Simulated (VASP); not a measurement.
Runs of VASP 6.6.1 on H2Os3. The structure is that of space group P6/mmm (No. 191), or close to it. The cells are those of the table. The cell was generated, and may not be a known phase.

```csv
task,spin,cell,k mesh,cutoff (eV),gap on the mesh (eV),pressure (GPa),moment (μB),relaxed volume (Å³/atom)
single point,off,"a = 4.255, b = 4.255, c = 3.393 Å, angles 90.0, 90.0, 120.0°, 5 atoms",6 × 6 × 4,520,none,0.2,-,-
single point,off,"a = 4.263, b = 4.263, c = 3.371 Å, angles 90.0, 90.0, 120.0°, 5 atoms",6 × 6 × 6,520,none,0.2,-,-
relaxation of cell and atoms,off,"relaxed from a = 4.255, b = 4.255, c = 3.393 Å, angles 90.0, 90.0, 120.0°, 5 atoms",6 × 6 × 6,600,none,0.5,-,10.61
single point,collinear,"a = 4.269, b = 4.269, c = 3.360 Å, angles 90.0, 90.0, 120.0°, 5 atoms",12 × 12 × 12,520,none,0.1,0.00,-
relaxation of cell and atoms,off,"relaxed from a = 3.446, b = 3.446, c = 5.742 Å, angles 90.0, 90.0, 120.0°, 5 atoms",6 × 6 × 4,600,none,-0.4,-,10.67
single point,collinear,"a = 4.263, b = 4.263, c = 3.371 Å, angles 90.0, 90.0, 120.0°, 5 atoms",6 × 6 × 6,520,none,0.2,0.00,-
single point,off,"a = 3.446, b = 3.446, c = 5.742 Å, angles 90.0, 90.0, 120.0°, 5 atoms",6 × 6 × 4,520,none,(a),-,-
```

Alike in all rows: level PBE; potentials or basis VASP PAW PBE potentials, release 64 (H, Os); smearing gaussian 0.1 eV.

**Question.** Estimate the missing entries.

**Answer.** (a) 75.5.

Caveats: some runs use coarse meshes; spin-orbit coupling is left out, which moves the levels of the heavy elements; a cell axis changed by over 15 % at a fixed basis, so the end point is rough (at least some runs); atoms lie so close that the PAW spheres overlap strongly, which falsifies energies and pressures (at least some runs); the stress differs along the axes, from -13 to 120 GPa (at least some runs).

A k mesh can miss the band edges, and the runs leave out spin-orbit coupling on Os.

A gap of «none» marks levels without a gap at the run's occupations.
